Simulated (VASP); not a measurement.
# C in VASP: further runs, part 2 of 2

VASP 6.6.1. Earlier steps stand in the parts before.

### Step 3. Relaxation of cell and atoms, PBE+D3(BJ), target pressure 25 GPa, at which the enthalpy is minimised

This run uses another cell than the first one, of 7.79 Å³/atom, 1.121 times its volume.

The input, INCAR:

```
PREC = Accurate
ENCUT = 600
EDIFF = 1E-6
ISMEAR = -1
SIGMA = 0.15
LREAL = False
LASPH = True
NELM = 100
ALGO = Normal
ISIF = 3
LWAVE = False
LCHARG = False
GGA = PE
IVDW = 12
IBRION = 2
NSW = 80
EDIFFG = -0.001
PSTRESS = 250.0
```

The input, KPOINTS:

```
Automatic mesh
0
Gamma
  18 18 8
```

The input, POSCAR:

```
C
1.0
    2.4514309919      0.0000000000      0.0000000000
   -1.2257154960      2.1230015146      0.0000000000
    0.0000000000      0.0000000000      5.9897860480
C
4
Direct
    0.0000000000      0.0000000000      0.0025000000
    0.0000000000      0.0000000000      0.5025000000
    0.3333333333      0.6666666667      0.0025000000
    0.6666666667      0.3333333333      0.5025000000
```

Potentials or basis: VASP PAW PBE potentials, release 64 (C).

Command:

```bash
> cat potpaw_PBE.64/C/POTCAR > POTCAR
> mpirun -np 1 vasp_std > vasp.out
```

OUTCAR:

```text
PREC = Accurate
   ENCUT = 600
   EDIFF = 1E-6
   ISMEAR = -1
   LREAL = False
   LASPH = True
   NELM = 100
   ISIF = 3
   GGA = PE
   IVDW = 12
   IBRION = 2
   NSW = 80
   EDIFFG = -0.001
   PSTRESS = 250.0
 IVDW          = 12

 ion  position               nearest neighbor table
   1  0.000  0.000  0.002-   3 1.42   3 1.42   3 1.42
   2  0.000  0.000  0.502-   4 1.42   4 1.42   4 1.42
   3  0.333  0.667  0.002-   1 1.42   1 1.42   1 1.42
   4  0.667  0.333  0.502-   2 1.42   2 1.42   2 1.42

  LATTYP: Found a hexagonal cell.
 ALAT       =     2.4514309919
 C/A-ratio  =     2.4433835045

  Lattice vectors:

 A1 = (   2.4514309919,   0.0000000000,   0.0000000000)
 A2 = (  -1.2257154960,   2.1230015146,   0.0000000000)
 A3 = (   0.0000000000,   0.0000000000,   5.9897860480)

Analysis of symmetry for initial positions (statically):
[... 404 lines left out ...]
 Free energy of the ion-electron system (eV)
  ---------------------------------------------------
  ext. energy  EPLUGINS =         0.00000000
  ---------------------------------------------------
  free energy    TOTEN  =       -36.29760814 eV

  energy without entropy =      -36.29071588  energy(sigma->0) =      -36.29416201

 E-fermi :   7.0300     XC(G=0): -11.8749

 val. band max:        6.9963002257   @ k =   0.3333   0.3333   0.5000
 cond. band min:       7.0413675500   @ k =   0.3333   0.3333   0.3750
 fundamental gap:      0.0450673243
 Fermi energy:         7.0299789894

 k-point     1 :       0.0000    0.0000    0.0000
  band No.  band energies     occupation
      1     -13.4216      2.00000
      2     -12.1649      2.00000
      3      -2.9767      2.00000
      4       2.0459      2.00000
      5       4.0403      2.00000
      6       4.0403      2.00000
      7       4.1647      2.00000
      8       4.1647      2.00000
      9      14.0382      0.00000
     10      15.5811      0.00000
     11      15.5811      0.00000
     12      15.8400      0.00000
[... 331 lines left out ...]
 k-point    24 :       0.3889    0.1111    0.0000
  band No.  band energies     occupation
      1      -8.4375      2.00000
      2      -7.5021      2.00000
      3      -5.6918      2.00000
      4      -4.9338      2.00000
      5      -0.4779      2.00000
      6      -0.0607      2.00000
      7       2.8301      2.00000
      8       5.5376      1.99990
      9       8.9628      0.00001
     10      10.5788      0.00000
     11      15.4340      0.00000
     12      16.9642      0.00000

 [... further k-points ...]

------------------------ aborting loop because EDIFF is reached ----------------------------------------

 Edisp (eV)   -0.77399

 E8    (eV) :    -0.2236
[... 31 lines left out ...]
  energy  without entropy=      -37.0647089935  energy(sigma->0) =      -37.06815512

  enthalpy is  TOTEN    =       -32.7394420542 eV   P V=        4.3321591930

 reached required accuracy - stopping structural energy minimisation
```

OSZICAR:

```text
N       E                     dE             d eps       ncg     rms          rms(c)
DAV:   1     0.467785086477E+02    0.46779E+02   -0.92019E+03  4440   0.142E+03
DAV:   2    -0.356646805073E+02   -0.82443E+02   -0.75841E+02  6284   0.234E+02
DAV:   3    -0.390190734099E+02   -0.33544E+01   -0.33304E+01  5704   0.477E+01
DAV:   4    -0.390531293975E+02   -0.34056E-01   -0.34018E-01  5464   0.563E+00
[... 88 lines left out ...]
DAV:   3    -0.362977060940E+02    0.18951E-05   -0.61713E-06  5100   0.180E-02    0.153E-03
DAV:   4    -0.362977061040E+02   -0.99233E-08   -0.70224E-08  2336   0.243E-03
  13 F= -.32739442E+02 E0= -.32735996E+02  d E =-.337669E-05
       N       E                     dE             d eps       ncg     rms          rms(c)
DAV:   1    -0.362976081414E+02    0.97953E-04   -0.10555E-06  2256   0.903E-03    0.648E-04
DAV:   2    -0.362976081365E+02    0.48526E-08   -0.69124E-08  2240   0.279E-03
  14 F= -.32739442E+02 E0= -.32735996E+02  d E =-.342820E-05
```

CONTCAR:

```text
C
   1.00000000000000
     2.4295112906398497   -0.0000000000155439   -0.0000000000000000
    -1.2147556453829391    2.1040184964678814    0.0000000000000000
    -0.0000000000000000    0.0000000000000000    5.4313339407173418
  C
     4
Direct
     0.0000000000000000    0.0000000000000000    0.0024999999999977
     0.0000000000000000    0.0000000000000000    0.5024999999999977
     0.3333333332999970    0.6666666667000030    0.0024999999999977
     0.6666666667000030    0.3333333332999970    0.5024999999999977

  0.00000000E+00  0.00000000E+00  0.00000000E+00
  0.00000000E+00  0.00000000E+00  0.00000000E+00
  0.00000000E+00  0.00000000E+00  0.00000000E+00
  0.00000000E+00  0.00000000E+00  0.00000000E+00
```

It took 2.9 min on 1 thread of Intel Xeon 6975P-C (Granite Rapids), shared host; peak memory 0.21 GiB.

Results:

| Property | Result |
| --- | --- |
| Free energy | -37.0716 eV |
| Relaxed volume | 6.94 Å³/atom |
| Relaxed cell | a = 2.430 Å, b = 2.430 Å, c = 5.431 Å, α = 90.00°, β = 90.00°, γ = 120.00° |
| Space group after relaxing (to 0.05 Å) | P6_3/mmc (No. 194) |
| Energy change on relaxing (the enthalpy is what falls) | +80.6 meV/atom |
| Ionic steps | 14 |
| Pressure after relaxing | 25.0 GPa |
| Band gap on the k mesh | zero (band 8 reaches 7.04 eV, above the bottom of band 9 at 6.81 eV) |
| Dispersion energy per atom | -0.193 eV |

Step by step:
```
step  energy change (eV)  largest force (eV/Å)  pressure (GPa)  volume (Å³)
   1              0.0000                0.0000            8.03        31.17
   2              0.7203                0.0000           60.62        27.60
   3              0.1300                0.0000           24.62        29.87
   4              0.2004                0.0000           24.45        28.76
   5              0.2967                0.0000           24.93        27.93
   6              0.3272                0.0000           25.15        27.73
   7              0.3205                0.0000           25.04        27.78
   8              0.3159                0.0000           24.61        27.80
   9              0.3200                0.0000           25.05        27.78
  10              0.3195                0.0000           25.01        27.78
  11              0.3203                0.0000           24.92        27.78
  12              0.3206                0.0000           24.89        27.77
  13              0.3222                0.0000           24.98        27.76
  14              0.3222                0.0000           24.98        27.76
```

Final structure:
```xyz
4
Lattice="2.4295 0.0000 0.0000 -1.2148 2.1040 0.0000 0.0000 0.0000 5.4313" Properties=species:S:1:pos:R:3 pbc="T T T"
C     0.0000    0.0000    0.0136
C     0.0000    0.0000    2.7292
C     0.0000    1.4027    0.0136
C     1.2148    0.7013    2.7292
```

Levels at points of the mesh, in eV from the Fermi level:
```tsv
k point	band 5	band 6	band 7	band 8	band 9	band 10	band 11	band 12
(0.00, 0.00, 0.00)	-2.99	-2.99	-2.87	-2.87	7.01	8.55	8.55	8.81
(0.50, 0.00, 0.00)	-6.62	-6.29	-3.76	-2.15	2.18	3.13	7.09	8.64
(0.00, 0.00, 0.50)	-2.93	-2.93	-2.93	-2.93	8.67	8.67	8.67	8.67
(0.50, 0.00, 0.50)	-6.46	-6.46	-2.40	-2.40	1.67	1.67	7.81	7.81
```

Caveat: the cell is relaxed towards a set pressure, so the enthalpy falls and the energy may rise; pairwise dispersion overbinds metals, which lowers pressure and volume.

### Step 4. Single point, PBE+D3(BJ), collinear spin, ferromagnetic start

This run uses another cell than the first one, of 8.97 Å³/atom, 1.290 times its volume.

The input, INCAR:

```
PREC     = Accurate       # precision mode
ENCUT    = 520            # plane-wave cutoff, eV
EDIFF    = 1E-6           # SCF threshold, eV
ISMEAR   = 0              # smearing method
SIGMA    = 0.1            # smearing width, eV
LREAL    = False          # projectors in reciprocal space
LASPH    = True           # aspherical terms in the spheres
NELM     = 150            # most SCF steps
ALGO     = Normal         # electronic algorithm
ISIF     = 2              # what is computed and relaxed
LWAVE    = False          # write WAVECAR
LCHARG   = False          # write CHGCAR
ISPIN    = 2              # spin polarisation
MAGMOM   = 1 1 1 1        # initial moments
LORBIT   = 11             # projections on sites
GGA      = PE             # functional
IVDW     = 12             # dispersion correction
NBANDS   = 20             # bands
```

The input, KPOINTS:

```
Automatic mesh
0
Gamma
  12 12 4
```

The input, POSCAR:

```
C
1.0
    2.4699988104      0.0000000000      0.0000000000
   -1.2349994052      2.1390817171      0.0000000000
    0.0000000000      0.0000000000      6.7900000000
C
4
Direct
    0.0000000000      0.0000000000      0.0000000000
    0.0000000000      0.0000000000      0.5000000000
    0.3333333333      0.6666666667      0.0050000000
    0.6666666667      0.3333333333      0.5050000000
```

Potentials or basis: VASP PAW PBE potentials, release 64 (C).

Command:

```bash
> cat potpaw_PBE.64/C/POTCAR > POTCAR
> mpirun -np 1 vasp_std > vasp.out
```

OUTCAR:

```text
PREC = Accurate
   ENCUT = 520
   EDIFF = 1E-6
   ISMEAR = 0
   LREAL = False
   LASPH = True
   NELM = 150
   ISIF = 2
   ISPIN = 2
   LORBIT = 11
   GGA = PE
   IVDW = 12
 IVDW          = 12

 ion  position               nearest neighbor table
   1  0.000  0.000  0.000-   3 1.43   3 1.43   3 1.43
   2  0.000  0.000  0.500-   4 1.43   4 1.43   4 1.43
   3  0.333  0.667  0.005-   1 1.43   1 1.43   1 1.43
   4  0.667  0.333  0.505-   2 1.43   2 1.43   2 1.43

  LATTYP: Found a hexagonal cell.
 ALAT       =     2.4699988104
[... 1341 lines left out ...]
  volume of cell :       35.88
      direct lattice vectors                 reciprocal lattice vectors
     2.469998810  0.000000000  0.000000000     0.404858495  0.233745161  0.000000000
    -1.234999405  2.139081717  0.000000000     0.000000000  0.467490322  0.000000000
     0.000000000  0.000000000  6.790000000     0.000000000  0.000000000  0.147275405

 POSITION                                       TOTAL-FORCE (eV/Angst)
 -----------------------------------------------------------------------------------
      0.00000      0.00000      0.00000         0.000000      0.000000      0.566397
      0.00000      0.00000      3.39500        -0.000000     -0.000000      0.566397
     -0.00000      1.42605      0.03395        -0.000000     -0.000000     -0.566397
      1.23500      0.71303      3.42895         0.000000     -0.000000     -0.566397
 -----------------------------------------------------------------------------------
    total drift:                               -0.000000     -0.000000     -0.000004

  FREE ENERGIE OF THE ION-ELECTRON SYSTEM (eV)
  ---------------------------------------------------
  free  energy   TOTEN  =       -37.4441709391 eV

  energy  without entropy=      -37.4422288227  energy(sigma->0) =      -37.44319988

 total charge

# of ion       s       p       d       tot
------------------------------------------
    1        0.862   1.779   0.000   2.641
    2        0.862   1.779   0.000   2.641
    3        0.861   1.782   0.000   2.644
    4        0.861   1.782   0.000   2.644
--------------------------------------------------
tot          3.448   7.123   0.000  10.571

 magnetization (x)

# of ion       s       p       d       tot
------------------------------------------
    1       -0.000  -0.000   0.000  -0.000
    2       -0.000  -0.000   0.000  -0.000
    3        0.000   0.000   0.000   0.000
    4        0.000   0.000   0.000   0.000
--------------------------------------------------
tot          0.000   0.000   0.000   0.000
```

It took 49 s on 1 thread of Intel Xeon Platinum 8375C at 2.90GHz (Ice Lake), shared host; peak memory 0.19 GiB.

Results:

```yaml
Free_energy: -37.4442 eV
Pressure: -1.4 GPa
Largest_force: 0.566 eV/Å
Band_gap_on_the_k_mesh: zero (filled and empty bands overlap)
Net_moment: 0.00 μB per cell
Valence_electrons_inside_the_program's_atomic_spheres: C 2.64
Dispersion_energy_per_atom: -0.154 eV
```

Forces on the atoms (eV/Å):
```
C    0.000  0.000  0.566
C    0.000  0.000  0.566
C    0.000  0.000 -0.566
C    0.000  0.000 -0.566
```

Stress tensor (GPa, compression positive):
```
-1.85  0.00  0.00
 0.00 -1.85  0.00
 0.00  0.00 -0.53
```

### Step 5. Single point, PBE+D3(BJ)

This run uses another cell than the first one, of 8.86 Å³/atom, 1.275 times its volume.

The input, INCAR:

```
  PREC = Accurate
  ENCUT = 520
  EDIFF = 1E-7
  ISMEAR = 0
  SIGMA = 0.15
  LREAL = False
  LASPH = True
  NELM = 100
  ALGO = Normal
  ISIF = 2
  LWAVE = False
  LCHARG = False
  GGA = PE
  IVDW = 12
  NBANDS = 16
```

The input, KPOINTS:

```
regular mesh
0
Gamma
  18 18 6
```

The input, POSCAR:

```
C
1.0
    2.4649796670      0.0000000000      0.0000000000
   -1.2324898335      2.1347350114      0.0000000000
    0.0000000000      0.0000000000      6.7384328704
C
4
Direct
    0.0000000000      0.0000000000      0.0025000175
    0.0000000000      0.0000000000      0.5025000175
    0.3333333333      0.6666666667      0.0024999825
    0.6666666667      0.3333333333      0.5024999825
```

Command:

```bash
> cat potpaw_PBE.64/C/POTCAR > POTCAR
> mpirun -np 1 vasp_std > vasp.out
```

Run time: 50 s. Hardware: 1 thread of Intel Xeon Platinum 8488C (Sapphire Rapids), shared host; peak memory 0.19 GiB.

Results (log left out):

* Free energy: -37.4697 eV
* Pressure: 0.4 GPa
* Band gap on the k mesh: zero (band 8 reaches 4.64 eV, above the bottom of band 9 at 4.62 eV)
* Dispersion energy per atom: -0.156 eV

Stress tensor (GPa, compression positive):
```
 0.71  0.00  0.00
 0.00  0.71  0.00
 0.00  0.00 -0.08
```

Levels at points of the mesh, in eV from the Fermi level:
| k point | band 4 | band 5 | band 6 | band 7 | band 8 | band 9 | band 10 | band 11 | band 12 | band 13 |
| --- | --- | --- | --- | --- | --- | --- | --- | --- | --- | --- |
| (0.00, 0.00, 0.00) | -6.57 | -3.01 | -3.01 | -3.00 | -3.00 | 4.26 | 8.33 | 8.33 | 8.38 | 8.38 |
| (0.50, 0.00, 0.00) | -13.16 | -6.41 | -6.36 | -2.75 | -2.08 | 1.51 | 2.18 | 7.22 | 7.60 | 11.26 |
| (0.00, 0.00, 0.50) | -7.62 | -3.00 | -3.00 | -3.00 | -3.00 | 6.86 | 6.86 | 8.35 | 8.35 | 8.35 |
| (0.50, 0.00, 0.50) | -13.21 | -6.39 | -6.39 | -2.35 | -2.35 | 1.66 | 1.66 | 7.41 | 7.41 | 12.55 |

### Step 6. Single point, PBE+D3(BJ)

This run uses another cell than the first one: it holds 8 atoms, not 4.

The input, INCAR:

```
PREC     = Accurate       # precision mode
ENCUT    = 520            # plane-wave cutoff, eV
EDIFF    = 1E-6           # SCF threshold, eV
ISMEAR   = 0              # smearing method
SIGMA    = 0.15           # smearing width, eV
LREAL    = False          # projectors in reciprocal space
LASPH    = True           # aspherical terms in the spheres
NELM     = 100            # most SCF steps
ALGO     = Normal         # electronic algorithm
ISIF     = 2              # what is computed and relaxed
LWAVE    = False          # write WAVECAR
LCHARG   = True           # write CHGCAR
GGA      = PE             # functional
IVDW     = 12             # dispersion correction
LELF     = True           # ELF
LVHAR    = True         
NBANDS   = 26             # bands
```

The input, KPOINTS:

```
regular mesh
0
Gamma
  18 18 4
```

The input, POSCAR:

```
C
1.0
    2.4649796670      0.0000000000      0.0000000000
   -1.2324898335      2.1347350114      0.0000000000
    0.0000000000      0.0000000000     13.4768657407
C
8
Direct
    0.0000000000      0.0000000000      0.0012500087
    0.0000000000      0.0000000000      0.5012500087
    0.0000000000      0.0000000000      0.2512500087
    0.0000000000      0.0000000000      0.7512500087
    0.3333333333      0.6666666667      0.0012499913
    0.3333333333      0.6666666667      0.5012499913
    0.6666666667      0.3333333333      0.2512499913
    0.6666666667      0.3333333333      0.7512499913
```

Potentials or basis: VASP PAW PBE potentials, release 64 (C).

Command:

```bash
> cat potpaw_PBE.64/C/POTCAR > POTCAR
> mpirun -np 1 vasp_std > vasp.out
```

It took 2.6 min on 1 thread of Intel Xeon Platinum 8488C (Sapphire Rapids), shared host; peak memory 0.26 GiB.

The run converged. Its results:

```
Free energy                : -74.9395 eV
Pressure                   : 0.4 GPa
Band gap on the k mesh     : zero (filled and empty bands overlap)
Dispersion energy per atom : -0.156 eV
```

Stress tensor (GPa, compression positive):
```
 0.71  0.00  0.00
 0.00  0.71  0.00
 0.00  0.00 -0.08
```

Levels at points of the mesh, in eV from the Fermi level:
| k point | band 12 | band 13 | band 14 | band 15 | band 16 | band 17 | band 18 | band 19 | band 20 | band 21 |
| --- | --- | --- | --- | --- | --- | --- | --- | --- | --- | --- |
| (0.00, 0.00, 0.00) | -3.00 | -3.00 | -3.00 | -3.00 | -3.00 | 4.26 | 6.86 | 6.86 | 8.33 | 8.33 |
| (0.50, 0.00, 0.00) | -6.36 | -2.75 | -2.35 | -2.35 | -2.08 | 1.51 | 1.66 | 1.66 | 2.18 | 7.22 |
| (0.00, 0.00, 0.50) | -3.01 | -3.00 | -3.00 | -3.00 | -3.00 | 4.99 | 4.99 | 8.33 | 8.33 | 8.33 |
| (0.50, 0.00, 0.50) | -6.37 | -2.63 | -2.63 | -2.14 | -2.14 | 1.51 | 1.51 | 1.99 | 1.99 | 7.27 |

### Step 7. Summary

```tsv
task	spin	cell	k mesh	cutoff (eV)	smearing	gap on the mesh (eV)	pressure (GPa)
single point	off	a = 2.429, b = 2.429, c = 5.443 Å, angles 90.0, 90.0, 120.0°, 4 atoms	18 × 18 × 8	520	fermi-dirac 0.15 eV	none	25.6
relaxation of cell and atoms	off	relaxed to 25 GPa from a = 2.451, b = 2.451, c = 5.990 Å, angles 90.0, 90.0, 120.0°, 4 atoms	18 × 18 × 8	600	fermi-dirac 0.15 eV	none	25.0
single point	collinear, ferromagnetic start	a = 2.470, b = 2.470, c = 6.790 Å, angles 90.0, 90.0, 120.0°, 4 atoms	12 × 12 × 4	520	gaussian 0.1 eV	none	-1.4
single point	off	a = 2.465, b = 2.465, c = 6.738 Å, angles 90.0, 90.0, 120.0°, 4 atoms	18 × 18 × 6	520	gaussian 0.15 eV	none	0.4
single point	off	a = 2.465, b = 2.465, c = 13.477 Å, angles 90.0, 90.0, 120.0°, 8 atoms	18 × 18 × 4	520	gaussian 0.15 eV	none	0.4
```

Alike in all rows: level PBE+D3(BJ); potentials or basis VASP PAW PBE potentials, release 64 (C).

Caveats: pairwise dispersion overbinds metals, which lowers pressure and volume (some runs); the cell is relaxed towards a set pressure, so the enthalpy falls and the energy may rise (some runs).

Total energies depend on the potentials used, so only differences within one code and one set of settings carry meaning.
